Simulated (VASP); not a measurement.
Input of a VASP 6.6.1 run:

File INCAR:

```
  PREC = Accurate
  ENCUT = 520
  EDIFF = 1E-7
  ISMEAR = 0
  SIGMA = 0.1
  LREAL = False
  LASPH = True
  NELM = 100
  ALGO = Normal
  ISIF = 2
  LWAVE = False
  LCHARG = False
  GGA = PE
  NBANDS = 28
```

File KPOINTS:

```
Automatic mesh
0
Gamma
  4 4 4
```

POSCAR

```
BaZrO3
1.0
    4.1592477096      0.0000000000      0.0000000000
    0.0000000000      4.1592477096      0.0000000000
    0.0000000000      0.0000000000      4.1592477096
Ba Zr O
1 1 3
Direct
    0.0000000000      0.0000000000      0.0000000000
    0.5000000000      0.5000000000      0.5000000000
    0.0000000000      0.5000000000      0.5000000000
    0.5000000000      0.0000000000      0.5000000000
    0.5000000000      0.5000000000      0.0000000000
```

Potentials or basis: VASP PAW PBE potentials, release 64 (Ba_sv, Zr_sv, O).

Run with:

```console
$ cat potpaw_PBE.64/Ba_sv/POTCAR potpaw_PBE.64/Zr_sv/POTCAR potpaw_PBE.64/O/POTCAR > POTCAR
$ mpirun -np 1 vasp_std > vasp.out
```

Problem. Estimate the band gap on the k mesh.

Solution. 3.23 eV, indirect (least direct gap 3.43 eV).

Problem. Predict the pressure.

Solution. 9.3 GPa.

Caveat: spin-orbit coupling is left out, which moves the levels of the heavy elements. A k mesh can miss the band edges.
